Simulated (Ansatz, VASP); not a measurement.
# MgS: VASP beside Ansatz

```xyz
2
Lattice="0.0000 2.5909 2.5909 2.5909 0.0000 2.5909 2.5909 2.5909 0.0000" Properties=species:S:1:pos:R:3 pbc="T T T"
Mg    0.0000    0.0000    0.0000
S     2.5909    2.5909    2.5909
```

Alike in both runs: task single point; functional r2SCAN; k mesh 8 × 8 × 8; occupations gaussian, width 0.02 eV; no spin polarisation.

```csv
,VASP,Ansatz
version,VASP 6.6.1,Ansatz 0.2.0
potentials or method,"VASP PAW PBE potentials, release 64 (Mg, S), cutoff 660 eV","scalar-relativistic, plane waves, PAW"
valence electrons in the cell,8,16
```

Ansatz gave:

```
gap on the k mesh at the Fermi level (eV) : 3.50
least direct gap on the mesh (eV)         : 4.76
pressure (GPa)                            : 1.1
```

**Question.** Which values does VASP return?

**Answer.** gap on the k mesh at the Fermi level (eV): 3.46; least direct gap on the mesh (eV): 4.72; pressure (GPa): 0.5.

VASP's potentials were made for PBE, not for r2SCAN. With one functional, cell and mesh, what is left measures potentials, basis and numerics. VASP's potentials hold 8 valence electrons a cell and Ansatz's 16, so a difference there can come from the potentials and not from the codes.
